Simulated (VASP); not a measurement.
# NbAlP2SO12: electric field gradients with PBE

Crystal: NbAlP2SO12.

```xyz
34
Lattice="7.4645 -4.2861 0.0000 7.4645 4.2861 0.0000 -4.9626 0.0000 7.3574" Properties=species:S:1:pos:R:3 pbc="T T T"
Al    1.2244    2.1607    6.8631
Al    3.7057   -2.1607    3.1844
Nb    8.6763   -2.0647    0.6011
Nb    6.1950    2.0647    4.2797
P     6.0313   -0.2752    1.7971
P    11.6731   -0.8124    1.7967
P     9.1918    0.8124    5.4754
P     3.5500    0.2752    5.4758
S     0.9374   -1.0212    1.8169
S    -1.5439    1.0212    5.4956
O     5.8850    0.6198    0.5901
O     7.7736    2.6893    0.6291
O    12.5276   -1.0980    0.5769
O    10.0463    1.0980    4.2556
O     5.2923   -2.6893    4.3078
O     3.4037   -0.6198    4.2688
O     3.9225   -0.5690    6.7531
O     2.3351   -2.7706    6.7417
O    -2.3898    1.1429    6.7092
O     0.0915   -1.1429    3.0306
O     4.8164    2.7706    3.0630
O     6.4038    0.5690    3.0744
O     2.3681    1.1557    5.7676
O     8.9924   -0.6535    5.7528
O    -0.2262    1.6154    5.6912
O     2.2551   -1.6154    2.0125
O    11.4737    0.6535    2.0741
O     4.8494   -1.1557    2.0889
O     7.3372   -1.1721    1.6579
O     1.1087    0.4694    1.6590
O    10.2598   -1.5123    1.6161
O     7.7785    1.5123    5.2947
O    -1.3726   -0.4694    5.3377
O     4.8559    1.1721    5.3366
```

- Program: VASP 6.6.1
- Task: electric field gradients
- Functional: PBE
- Potentials or basis: VASP PAW PBE potentials, release 64 (Al, Nb_sv, P, S, O)
- Cutoff: 520 eV
- k mesh: 3 × 3 × 3
- Occupations: fermi-dirac, width 0.02 eV
- Spin: no spin polarisation
- Dipole correction: no
- Further INCAR settings: LREAL = Auto; ALGO = Normal; EDIFF = 1e-08; NBANDS = 127

- Pressure: -1.9 GPa
- Largest force: 0.641 eV/Å
- Band gap on the k mesh: 2.69 eV, direct

Forces in eV/Å, atoms in the order of the input:
```
Al   0.068 -0.023  0.004
Al   0.068  0.023  0.004
Nb  -0.130  0.217 -0.081
Nb  -0.130 -0.217 -0.081
P    0.000 -0.042  0.005
P   -0.021 -0.081 -0.058
P   -0.021  0.081 -0.058
P    0.000  0.042  0.005
S    0.058  0.006  0.086
S    0.058 -0.006  0.086
O    0.041 -0.026  0.108
O    0.022 -0.003  0.032
O   -0.118  0.083  0.125
O   -0.118 -0.083  0.125
O    0.022  0.003  0.032
O    0.041  0.026  0.108
O   -0.011 -0.345  0.354
O    0.289  0.090  0.315
O   -0.171  0.210  0.191
O   -0.171 -0.210  0.191
O    0.289 -0.090  0.315
O   -0.011  0.345  0.354
O    0.060 -0.035 -0.022
O    0.030 -0.097 -0.050
O   -0.100  0.115 -0.072
O   -0.100 -0.115 -0.072
O    0.030  0.097 -0.050
O    0.060  0.035 -0.022
O    0.413 -0.314 -0.377
O    0.049  0.372 -0.272
O   -0.480 -0.068 -0.289
O   -0.480  0.068 -0.289
O    0.049 -0.372 -0.272
O    0.413  0.314 -0.377
```

Stress tensor (GPa, compression positive):
```
-2.18  0.00 -0.17
 0.00 -1.69  0.00
-0.17  0.00 -1.75
```

Levels at points of the mesh, in eV from the valence-band top:
```tsv
k point	band 100	band 101	band 102	band 103	band 104	band 105	band 106	band 107	band 108	band 109
(0.00, 0.00, 0.00)	-0.48	-0.37	-0.29	-0.21	0.00	2.70	2.84	2.86	3.09	3.30
```

Electric field gradients, principal values (V/Å²):
```
atom    least   middle  greatest (by size)
1 Al   -9.769  -16.195              25.965
2 Al   -9.769  -16.195              25.965
3 Nb    5.715   64.172             -69.887
4 Nb    5.715   64.172             -69.887
 5 P   15.129   34.135             -49.264
 6 P   15.272   28.926             -44.198
 7 P   15.272   28.926             -44.198
 8 P   15.129   34.135             -49.264
 9 S    8.019   18.811             -26.830
10 S    8.019   18.811             -26.830
11 O  -50.315  -56.700             107.015
12 O  -67.432  -77.650             145.082
13 O  -50.242  -57.304             107.546
14 O  -50.242  -57.304             107.546
15 O  -67.432  -77.650             145.082
16 O  -50.315  -56.700             107.015
17 O  -41.198  -50.008              91.206
18 O  -42.115  -50.144              92.259
19 O  -64.214  -80.207             144.421
20 O  -64.214  -80.207             144.421
21 O  -42.115  -50.144              92.259
22 O  -41.198  -50.008              91.206
23 O  -50.354  -55.951             106.305
24 O  -48.942  -57.673             106.615
25 O  -66.788  -77.622             144.410
26 O  -66.788  -77.622             144.410
27 O  -48.942  -57.673             106.615
28 O  -50.354  -55.951             106.305
29 O  -41.522  -49.053              90.575
30 O  -63.974  -77.610             141.584
31 O  -40.041  -49.460              89.501
32 O  -40.041  -49.460              89.501
33 O  -63.974  -77.610             141.584
34 O  -41.522  -49.053              90.575
```

It took 24 min on 1 thread of Intel(R) Xeon(R) Platinum 8488C (Sapphire Rapids), with other jobs on the host, peak memory 0.84 GiB.

Caveat: without QUAD_EFG the Cq values of the log hold for a quadrupole moment of 1 mb, not for the nuclei. A k mesh can miss the band edges.
